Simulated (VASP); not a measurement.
Runs of VASP 6.6.1 on NaMg3O4. The structure is that of space group Pm-3m (No. 221), or close to it. The cells are those of the table. 

| level | cell | smearing | gap on the mesh (eV) | pressure (GPa) |
| --- | --- | --- | --- | --- |
| PBE+D3(BJ) | a = 4.354 Å, 8 atoms | tetrahedron | none | -5.5 |
| PBE+D3(BJ) | a = 4.265 Å, 8 atoms | tetrahedron | none | 2.2 |
| PBE | a = 4.354 Å, 8 atoms | fermi-dirac 0.05 eV | none | -1.3 |
| PBE+D3(BJ) | a = 4.411 Å, 8 atoms | tetrahedron | none | (a) |

Alike in all rows: task single point; potentials or basis VASP PAW PBE potentials, release 64 (Mg, Na_pv, O); no spin polarisation; k mesh 6 × 6 × 6; cutoff (eV) 520.

Task: Estimate the missing entries.

Result: (a) -9.4.

Caveats: an odd number of electrons without spin polarisation forces a metal; a magnetic or distorted state may lie lower; pairwise dispersion overbinds metals, which lowers pressure and volume (some runs); tetrahedron occupations give inexact forces and stress in metals (some runs).

A gap of «none» marks levels without a gap at the run's occupations.
